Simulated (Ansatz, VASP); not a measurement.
# AlGa5As6 in VASP and in Ansatz

Contents of INCAR:

```
ALGO = Normal
EDIFF = 1E-6
ENCUT = 520
GGA = PE
ISIF = 2
ISMEAR = 0
LASPH = True
LCHARG = False
LREAL = False
LWAVE = False
NBANDS = 61
NELM = 80
PREC = Accurate
SIGMA = 0.1
```

File KPOINTS:

```
k-points
0
Gamma
  6 6 1
```

POSCAR

```
AlGa5As6
1.0
    3.8995750300      0.0000000000      0.0000000000
   -1.9497875200      3.3771310400      0.0000000000
    0.0000000000      0.0000000000     19.1039380900
Al Ga As
1 5 6
Direct
    0.0000000000      0.0000000000      0.0000000000
    0.3333333300      0.6666666700      0.8333333300
    0.6666666700      0.3333333300      0.6666666700
    0.0000000000      0.0000000000      0.5000000000
    0.3333333300      0.6666666700      0.3333333300
    0.6666666700      0.3333333300      0.1666666700
    0.0000000000      0.0000000000      0.8750000000
    0.3333333300      0.6666666700      0.7083333300
    0.6666666700      0.3333333300      0.5416666700
    0.0000000000      0.0000000000      0.3750000000
    0.3333333300      0.6666666700      0.2083333300
    0.6666666700      0.3333333300      0.0416666700
```

Input for Ansatz:

```yaml
crystal:
  lattice:
    - [3.89957503, 0.0, 0.0]
    - [-1.94978752, 3.37713104, 0.0]
    - [0.0, 0.0, 19.10393809]
  atoms:
    - { symbol: Al, position: [0.0, 0.0, 0.0] }
    - { symbol: Ga, position: [0.33333333, 0.66666667, 0.83333333] }
    - { symbol: Ga, position: [0.66666667, 0.33333333, 0.66666667] }
    - { symbol: Ga, position: [0.0, 0.0, 0.5] }
    - { symbol: Ga, position: [0.33333333, 0.66666667, 0.33333333] }
    - { symbol: Ga, position: [0.66666667, 0.33333333, 0.16666667] }
    - { symbol: As, position: [0.0, 0.0, 0.875] }
    - { symbol: As, position: [0.33333333, 0.66666667, 0.70833333] }
    - { symbol: As, position: [0.66666667, 0.33333333, 0.54166667] }
    - { symbol: As, position: [0.0, 0.0, 0.375] }
    - { symbol: As, position: [0.33333333, 0.66666667, 0.20833333] }
    - { symbol: As, position: [0.66666667, 0.33333333, 0.04166667] }
basis:
  ecutwfc: 420
kpoints:
  mp_grid: { grid: [6, 6, 1] }
hamiltonian:
  xc: pbe
scf:
  occupations: { method: gaussian, width: 0.1 }
  lower_state_search: "off"
output:
  forces: true
  stress: true
  eigenvalues: true
```

Alike in both runs: task single point; functional PBE; k mesh 6 × 6 × 1; occupations gaussian, width 0.1 eV; no spin polarisation.

```csv
,VASP,Ansatz
version,VASP 6.6.1,Ansatz 0.2.0
potentials or method,"VASP PAW PBE potentials, release 64 (Al, Ga_d, As), cutoff 520 eV","scalar-relativistic, plane waves, PAW"
valence electrons in the cell,98,158
```

Ansatz gave:

* gap on the k mesh at the Fermi level (eV): 1.18
* least direct gap on the mesh (eV): 1.18
* pressure (GPa): 9.9
* traceless stress, the component that is largest in VASP (GPa): -0.18
* rms of the force components (eV/Å): 0.024

**Question.** Which values does VASP return?

**Answer.** gap on the k mesh at the Fermi level (eV): 1.18; least direct gap on the mesh (eV): 1.18; pressure (GPa): 10.2; traceless stress, the component that is largest in VASP (GPa): -0.18; rms of the force components (eV/Å): 0.024.

Atom by atom the forces differ by 0.001 eV/Å (rms over components). VASP's potentials hold 98 valence electrons a cell and Ansatz's 158, so a difference there can come from the potentials and not from the codes.
